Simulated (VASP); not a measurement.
# SrO (Fm-3m) in VASP: notebook

Runs on SrO. Level: PBE. Tasks: electric field gradients.

Everything below comes from runs of VASP 6.6.1. Logs are shortened: lines on timing, memory, paths and dates and some standing lists are left out, and cuts for length are marked.

## (1) The cell of the first run

It takes space group Fm-3m (No. 225, cubic). The conventional cell has a = 5.052 Å, b = 5.052 Å, c = 5.052 Å, α = 90.00°, β = 90.00°, γ = 90.00°. Within 3.3 Å of Sr (site symmetry m-3m) lie 6 O at 2.53 Å. Within 3.3 Å of O (site symmetry m-3m) lie 6 Sr at 2.53 Å.

## (2) Electric field gradients, PBE (volume scaled by 0.95)

File INCAR:

```
PREC = Accurate ; ENCUT = 520
EDIFF = 1E-8 ; ISMEAR = -1
SIGMA = 0.02 ; LREAL = F
LASPH = T ; NELM = 60
ALGO = Normal ; ISIF = 2
LWAVE = F ; LCHARG = F
GGA = PE ; LEFG = T
NBANDS = 15
```

File KPOINTS:

```
regular mesh
0
Gamma
  8 8 8
```

File POSCAR:

```
SrO
1.0
    0.0000000000      2.5262356518      2.5262356518
    2.5262356518      0.0000000000      2.5262356518
    2.5262356518      2.5262356518      0.0000000000
Sr O
1 1
Direct
    0.0000000000      0.0000000000      0.0000000000
    0.5000000000      0.5000000000      0.5000000000
```

Potentials or basis: VASP PAW PBE potentials, release 64 (Sr_sv, O).

Launch:

```sh
$ cat potpaw_PBE.64/Sr_sv/POTCAR potpaw_PBE.64/O/POTCAR > POTCAR
$ mpirun -np 1 vasp_std > vasp.out
```

OUTCAR:

```text
PREC = Accurate
   ENCUT = 520
   EDIFF = 1E-8
   ISMEAR = -1
   LREAL = F
   LASPH = T
   NELM = 60
   ISIF = 2
   GGA = PE

 ion  position               nearest neighbor table
   1  0.000  0.000  0.000-   2 2.53   2 2.53   2 2.53   2 2.53   2 2.53   2 2.53
   2  0.500  0.500  0.500-   1 2.53   1 2.53   1 2.53   1 2.53   1 2.53   1 2.53

  LATTYP: Found a face centered cubic cell.
 ALAT       =     5.0524713036

  Lattice vectors:

 A1 = (   0.0000000000,   2.5262356518,   2.5262356518)
 A2 = (   2.5262356518,   0.0000000000,   2.5262356518)
 A3 = (   2.5262356518,   2.5262356518,   0.0000000000)

Analysis of symmetry for initial positions (statically):
=====================================================================
 Subroutine PRICEL returns:
 Original cell was already a primitive cell.

 Routine SETGRP: Setting up the symmetry group for a
 face centered cubic supercell.

 Subroutine GETGRP returns: Found 48 space group operations
 (whereof 48 operations were pure point group operations)
 out of a pool of 48 trial point group operations.

The static configuration has the point symmetry O_h .

Analysis of symmetry for dynamics (positions and initial velocities):
=====================================================================
 Subroutine PRICEL returns:
 Original cell was already a primitive cell.

 Routine SETGRP: Setting up the symmetry group for a
 face centered cubic supercell.

 Subroutine GETGRP returns: Found 48 space group operations
 (whereof 48 operations were pure point group operations)
 out of a pool of 48 trial point group operations.

The dynamic configuration has the point symmetry O_h .

 Subroutine INISYM returns: Found 48 space group operations
 (whereof 48 operations are pure point group operations),
 and found     1 'primitive' translations

----------------------------------------------------------------------------------------

                                     Primitive cell

  volume of cell :      32.2442

  direct lattice vectors                    reciprocal lattice vectors
     0.000000000  2.526235652  2.526235652    -0.197922945  0.197922945  0.197922945
     2.526235652  0.000000000  2.526235652     0.197922945 -0.197922945  0.197922945
     2.526235652  2.526235652  0.000000000     0.197922945  0.197922945 -0.197922945

  length of vectors
     3.572636721  3.572636721  3.572636721     0.342812597  0.342812597  0.342812597

  position of ions in fractional coordinates (direct lattice)
     0.000000000  0.000000000  0.000000000
     0.500000000  0.500000000  0.500000000

  ion indices of the primitive-cell ions
   primitive index   ion index
                 1           1
                 2           2

----------------------------------------------------------------------------------------

 KPOINTS: regular mesh

Automatic generation of k-mesh.
 Grid dimensions read from file:
 generate k-points for:    8    8    8

 Generating k-lattice:

  Cartesian coordinates                     Fractional coordinates (reciprocal lattice)
    -0.024740368  0.024740368  0.024740368     0.125000000  0.000000000  0.000000000
     0.024740368 -0.024740368  0.024740368     0.000000000  0.125000000  0.000000000
     0.024740368  0.024740368 -0.024740368     0.000000000  0.000000000  0.125000000

  Length of vectors
     0.042851575  0.042851575  0.042851575

  Shift w.r.t. Gamma in fractional coordinates (k-lattice)
     0.000000000  0.000000000  0.000000000

 Subroutine IBZKPT returns following result:
 ===========================================

 Found     29 irreducible k-points:

 Following reciprocal coordinates:
            Coordinates               Weight
  0.000000  0.000000  0.000000      1.000000
  0.125000  0.000000  0.000000      8.000000
  0.250000  0.000000  0.000000      8.000000
  0.375000  0.000000  0.000000      8.000000
  0.500000  0.000000  0.000000      4.000000
  0.125000  0.125000  0.000000      6.000000
[... 16 lines left out ...]
  0.500000  0.250000  0.125000     48.000000
 -0.375000  0.250000  0.125000     24.000000
 [... further k-points ...]
   k-points           NKPTS =     29   k-points in BZ     NKDIM =     29   number of bands    NBANDS=     15
   number of dos      NEDOS =    301   number of ions     NIONS =      2
   total plane-waves  NPLWV =  21952
   dimension x,y,z NGX =    28 NGY =   28 NGZ =   28
   dimension x,y,z NGXF=    56 NGYF=   56 NGZF=   56
   ions per type =               1   1
   NGX,Y,Z   is equivalent  to a cutoff of  13.03, 13.03, 13.03 a.u.
   NGXF,Y,Z  is equivalent  to a cutoff of  26.06, 26.06, 26.06 a.u.
 SYSTEM =  unknown system
   PREC   = accura    normal or accurate (medium, high low for compatibility)
   ISTART =      0    job   : 0-new  1-cont  2-samecut
   ICHARG =      2    charge: 1-file 2-atom 10-const
   ISPIN  =      1    spin polarized calculation?
   LNONCOLLINEAR =      F non collinear calculations
   LSORBIT =      F    spin-orbit coupling
   LASPH  =      T    aspherical Exc in radial PAW
   ENCUT  =  520.0 eV  38.22 Ry    6.18 a.u.   6.64  6.64  6.64*2*pi/ulx,y,z
   NELM   =     60;   NELMIN=  2; NELMDL= -5     # of ELM steps
   EDIFF  = 0.1E-07   stopping-criterion for ELM
   LREAL  =      F    real-space projection
   EDIFFG = 0.1E-06   stopping-criterion for IOM
   NSW    =      0    number of steps for IOM
   IBRION =     -1    ionic relax: 0-MD 1-quasi-New 2-CG
   NFREE  =      0    steps in history (QN), initial steepest desc. (CG)
   ISIF   =      2    stress and relaxation
   ISYM   =      2    0-nonsym 1-usesym 2-fastsym
   POTIM  = 0.5000    time-step for ionic-motion
   TEBEG  =    0.0;   TEEND  =   0.0 temperature during run
   PSTRESS=    0.0 pullay stress
   NELECT =      16.0000    total number of electrons
   NUPDOWN=      -1.0000    fix difference up-down
   EMIN   =  10.00;   EMAX   =-10.00  energy-range for DOS
   EFERMI =   0.00;   METHOD = LEGACY
   ISMEAR =    -1;   SIGMA  =   0.02  broadening in eV -4-tet -1-fermi 0-gaus
   EFERMI_NEDOS =   21; number of points for ismear=-14 and -15
   IALGO  =     38    algorithm
   IMIX   =      4    mixing-type and parameters
     AMIX     =   0.40;   BMIX     =  1.00
     AMIX_MAG =   1.60;   BMIX_MAG =  1.00
  volume/ion in A,a.u.               =      16.12       108.80
  Fermi-wavevector in a.u.,A,eV,Ry     =   1.296077  2.449231 22.855296  1.679817
  Thomas-Fermi vector in A             =   2.427557
   LORBIT       =      0    0 simple, 1 ext, 2 COOP (PROOUT), +10 PAW based schemes
   GGA     = PE    functional components
   LHFCALC =     F    Hartree Fock is set to
   AEXX    =    0.0000 exact exchange contribution
   IVDW    =     0    specifies the selected vdW correction
   LEPSILON=     F    determine dielectric tensor
   LRPA    =     F    only Hartree local field effects (RPA)
 non-spin polarized calculation
  energy-cutoff  :      520.00
  volume of cell :       32.24
 maximum number of plane-waves:       893
   NGX = 13   NGY = 13   NGZ = 13

 number of electron      15.9999996 magnetization

 Free energy of the ion-electron system (eV)
  ---------------------------------------------------
  ext. energy  EPLUGINS =         0.00000000
  ---------------------------------------------------
  free energy    TOTEN  =       -11.97286875 eV

  energy without entropy =      -11.97286875  energy(sigma->0) =      -11.97286875

 E-fermi :   2.3367     XC(G=0): -10.2782

 val. band max:        1.9212018456   @ k =   0.0000   0.0000   0.0000
 cond. band min:       5.1482402231   @ k =   0.5000   0.5000   0.0000
 fundamental gap:      3.2270383775
 Fermi energy:         2.3366544095

 k-point     1 :       0.0000    0.0000    0.0000
  band No.  band energies     occupation
      1     -30.2915      2.00000
      2     -13.2360      2.00000
      3     -11.8682      2.00000
      4     -11.8682      2.00000
      5     -11.8682      2.00000
      6       1.9212      2.00000
      7       1.9212      2.00000
      8       1.9212      2.00000
      9       6.2944      0.00000
     10       8.2438      0.00000
     11       8.2438      0.00000
     12       8.2438      0.00000
     13      10.5326      0.00000
     14      10.5326      0.00000
     15      14.8909      0.00000
[... 397 lines left out ...]
 k-point    24 :      -0.3750    0.2500    0.1250
  band No.  band energies     occupation
      1     -30.0907      2.00000
      2     -14.5132      2.00000
      3     -12.3261      2.00000
      4     -12.1404      2.00000
      5     -11.0442      2.00000
      6       0.2826      2.00000
      7       1.0080      2.00000
      8       1.1109      2.00000
      9       8.4811      0.00000
     10       8.8640      0.00000
     11      11.6737      0.00000
     12      11.7476      0.00000
     13      14.0021      0.00000
     14      15.4009      0.00000
     15      15.9398      0.00000

 [... further k-points ...]
[... 5 lines left out ...]
  --------------------------------------------------------------------------------------
  -------------------------------------------------------------------------------------
  Total        1.8621032      1.8621032      1.8621032      0.0000000      0.0000000     -0.0000000
  in kB       92.5257809     92.5257809     92.5257809      0.0000000      0.0000000     -0.0000000
  external PRESSURE =      92.5257809 kB  Pullay stress =       0.0000000 kB

 VOLUME and BASIS-vectors are now :
 -----------------------------------------------------------------------------
  energy-cutoff  :      520.00
  volume of cell :       32.24
      direct lattice vectors                 reciprocal lattice vectors
     0.000000000  2.526235652  2.526235652    -0.197922945  0.197922945  0.197922945
     2.526235652  0.000000000  2.526235652     0.197922945 -0.197922945  0.197922945
     2.526235652  2.526235652  0.000000000     0.197922945  0.197922945 -0.197922945

 POSITION                                       TOTAL-FORCE (eV/Angst)
 -----------------------------------------------------------------------------------
      0.00000      0.00000      0.00000        -0.000000      0.000000      0.000000
      2.52624      2.52624      2.52624         0.000000     -0.000000     -0.000000
 -----------------------------------------------------------------------------------
    total drift:                                0.000000      0.000000      0.000000

  FREE ENERGIE OF THE ION-ELECTRON SYSTEM (eV)
  ---------------------------------------------------
  free  energy   TOTEN  =       -11.9728687549 eV

  energy  without entropy=      -11.9728687549  energy(sigma->0) =      -11.97286875

 Electric field gradients (V/A^2)
---------------------------------------------------------------------
 ion       V_xx      V_yy      V_zz      V_xy      V_xz      V_yz
---------------------------------------------------------------------
   1      -0.000     0.000    -0.000     0.000     0.000     0.000
   2      -0.000     0.000     0.000    -0.002    -0.002    -0.002
---------------------------------------------------------------------

 Electric field gradients after diagonalization (V/A^2)
 (convention: |V_zz| > |V_xx| > |V_yy|)
----------------------------------------------------------------------
 ion       V_xx      V_yy      V_zz     asymmetry (V_yy - V_xx)/ V_zz
----------------------------------------------------------------------
   1      -0.000    -0.000     0.000       0.000
   2       0.002     0.002    -0.004       0.000
----------------------------------------------------------------------

           NMR quadrupolar parameters

 Cq : quadrupolar parameter    Cq=e*Q*V_zz/h
 eta: asymmetry parameters     (V_yy - V_xx)/ V_zz
 Q  : nuclear electric quadrupole moment in mb (millibarn)
----------------------------------------------------------------------
 ion       Cq(MHz)       eta       Q (mb)
----------------------------------------------------------------------
   1       0.000       0.000       1.000
   2      -0.000       0.000       1.000
----------------------------------------------------------------------
```

Wall time 12 s (1 thread of AMD EPYC 9R14 (Zen 4), shared host); peak memory 0.13 GiB.

What came out:

* Free energy: -11.9729 eV
* Pressure: 9.3 GPa
* Band gap on the k mesh: 3.23 eV, indirect (least direct gap 3.28 eV)

Caveat: without QUAD_EFG the Cq values of the log hold for a quadrupole moment of 1 mb, not for the nuclei. A k mesh can miss the band edges.

## (3) Electric field gradients, PBE (volume scaled by 0.95)

File INCAR:

```
SYSTEM = SrO
ALGO = Normal
EDIFF = 1E-8
ENCUT = 520
GGA = PE
ISIF = 2
ISMEAR = -1
LASPH = .TRUE.
LCHARG = .FALSE.
LEFG = .TRUE.
LREAL = .FALSE.
LWAVE = .FALSE.
NBANDS = 15
NELM = 60
PREC = Accurate
SIGMA = 0.02
```

File KPOINTS:

```
k-points
0
G
  8 8 8
  0 0 0
```

POSCAR is that of step 2.

Potentials or basis: VASP PAW PBE potentials, release 64 (Sr_sv, O).

Launch:

```sh
$ cat potpaw_PBE.64/Sr_sv/POTCAR potpaw_PBE.64/O/POTCAR > POTCAR
$ mpirun -np 1 vasp_std > vasp.out
```

OUTCAR:

```text
SYSTEM = SrO
   EDIFF = 1E-8
   ENCUT = 520
   GGA = PE
   ISIF = 2
   ISMEAR = -1
   LASPH = .TRUE.
   LREAL = .FALSE.
   NELM = 60
   PREC = Accurate

 ion  position               nearest neighbor table
   1  0.000  0.000  0.000-   2 2.53   2 2.53   2 2.53   2 2.53   2 2.53   2 2.53
   2  0.500  0.500  0.500-   1 2.53   1 2.53   1 2.53   1 2.53   1 2.53   1 2.53

  LATTYP: Found a face centered cubic cell.
 ALAT       =     5.0524713036

  Lattice vectors:

 A1 = (   0.0000000000,   2.5262356518,   2.5262356518)
 A2 = (   2.5262356518,   0.0000000000,   2.5262356518)
 A3 = (   2.5262356518,   2.5262356518,   0.0000000000)

Analysis of symmetry for initial positions (statically):
=====================================================================
 Subroutine PRICEL returns:
 Original cell was already a primitive cell.

 Routine SETGRP: Setting up the symmetry group for a
 face centered cubic supercell.

[... 620 lines left out ...]
      direct lattice vectors                 reciprocal lattice vectors
     0.000000000  2.526235652  2.526235652    -0.197922945  0.197922945  0.197922945
     2.526235652  0.000000000  2.526235652     0.197922945 -0.197922945  0.197922945
     2.526235652  2.526235652  0.000000000     0.197922945  0.197922945 -0.197922945

 POSITION                                       TOTAL-FORCE (eV/Angst)
 -----------------------------------------------------------------------------------
      0.00000      0.00000      0.00000        -0.000000      0.000000      0.000000
      2.52624      2.52624      2.52624         0.000000     -0.000000     -0.000000
 -----------------------------------------------------------------------------------
    total drift:                                0.000000      0.000000      0.000000

  FREE ENERGIE OF THE ION-ELECTRON SYSTEM (eV)
  ---------------------------------------------------
  free  energy   TOTEN  =       -11.9728687549 eV

  energy  without entropy=      -11.9728687549  energy(sigma->0) =      -11.97286875

 Electric field gradients (V/A^2)
---------------------------------------------------------------------
 ion       V_xx      V_yy      V_zz      V_xy      V_xz      V_yz
---------------------------------------------------------------------
   1      -0.000     0.000    -0.000     0.000     0.000     0.000
   2      -0.000     0.000     0.000    -0.002    -0.002    -0.002
---------------------------------------------------------------------

 Electric field gradients after diagonalization (V/A^2)
 (convention: |V_zz| > |V_xx| > |V_yy|)
----------------------------------------------------------------------
 ion       V_xx      V_yy      V_zz     asymmetry (V_yy - V_xx)/ V_zz
----------------------------------------------------------------------
   1      -0.000    -0.000     0.000       0.000
   2       0.002     0.002    -0.004       0.000
----------------------------------------------------------------------

           NMR quadrupolar parameters

 Cq : quadrupolar parameter    Cq=e*Q*V_zz/h
 eta: asymmetry parameters     (V_yy - V_xx)/ V_zz
 Q  : nuclear electric quadrupole moment in mb (millibarn)
----------------------------------------------------------------------
 ion       Cq(MHz)       eta       Q (mb)
----------------------------------------------------------------------
   1       0.000       0.000       1.000
   2      -0.000       0.000       1.000
----------------------------------------------------------------------
```

stdout:

```text
POSCAR found type information on POSCAR SrO
 POSCAR found :  2 types and       2 ions
 scaLAPACK will be used
 LDA part: xc-table for (Slater+PW92), standard interpolation
 POSCAR, INCAR and KPOINTS ok, starting setup
 FFT: planning ... GRIDC
 FFT: planning ... GRID_SOFT
 FFT: planning ... GRID
 WAVECAR not read
 entering main loop
ion   1

ion   2
```

Run time: 12 s. Hardware: 1 thread of AMD EPYC 9R14 (Zen 4), shared host; peak memory 0.13 GiB.

What came out:

```yaml
Free_energy: -11.9729 eV
Pressure: 9.3 GPa
Band_gap_on_the_k_mesh: 3.23 eV, indirect (least direct gap 3.28 eV)
```

Caveat: without QUAD_EFG the Cq values of the log hold for a quadrupole moment of 1 mb, not for the nuclei.
